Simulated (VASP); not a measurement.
Runs of VASP 6.6.1 on Tl. The structure is that of space group P6_3/mmc (No. 194), or close to it. The cells are those of the table. 

| task | cell | gap on the mesh (eV) | pressure (GPa) |
| --- | --- | --- | --- |
| single point | a = 3.467, b = 3.467, c = 5.543 Å, angles 90.0, 90.0, 120.0°, 2 atoms | none | -2.0 |
| electric field gradients | a = 3.444, b = 3.444, c = 5.507 Å, angles 90.0, 90.0, 120.0°, 2 atoms | none | -1.4 |
| electric field gradients | a = 3.385, b = 3.385, c = 5.412 Å, angles 90.0, 90.0, 120.0°, 2 atoms | none | 0.7 |
| single point | a = 3.433, b = 3.433, c = 5.488 Å, angles 90.0, 90.0, 120.0°, 2 atoms | none | -1.0 |
| single point | a = 3.444, b = 3.444, c = 5.507 Å, angles 90.0, 90.0, 120.0°, 2 atoms | none | -1.4 |
| single point | a = 3.385, b = 3.385, c = 5.412 Å, angles 90.0, 90.0, 120.0°, 2 atoms | none | 0.7 |
| single point | a = 3.524, b = 3.524, c = 5.633 Å, angles 90.0, 90.0, 120.0°, 2 atoms | none | -3.4 |
| single point | a = 3.409, b = 3.409, c = 5.450 Å, angles 90.0, 90.0, 120.0°, 2 atoms | none | -0.2 |
| electric field gradients | a = 3.456, b = 3.471, c = 5.525 Å, angles 90.2, 90.6, 120.4°, 2 atoms | none | (a) |
| electric field gradients | a = 3.409, b = 3.409, c = 5.450 Å, angles 90.0, 90.0, 120.0°, 2 atoms | none | -0.2 |
| electric field gradients | a = 3.433, b = 3.433, c = 5.488 Å, angles 90.0, 90.0, 120.0°, 2 atoms | none | -1.0 |
| single point | a = 3.501, b = 3.501, c = 5.598 Å, angles 90.0, 90.0, 120.0°, 2 atoms | none | -2.9 |

Alike in all rows: level LDA; potentials or basis VASP PAW LDA potentials, release 64 (Tl_d); no spin polarisation; k mesh 11 × 11 × 6; cutoff (eV) 520; smearing fermi-dirac 0.05 eV.

Task: Estimate the missing entries.

Result: (a) -1.7.

Caveats: spin-orbit coupling is left out, which moves the levels of the heavy elements.

A k mesh can miss the band edges, and the runs leave out spin-orbit coupling on Tl.

A gap of «none» marks levels without a gap at the run's occupations.
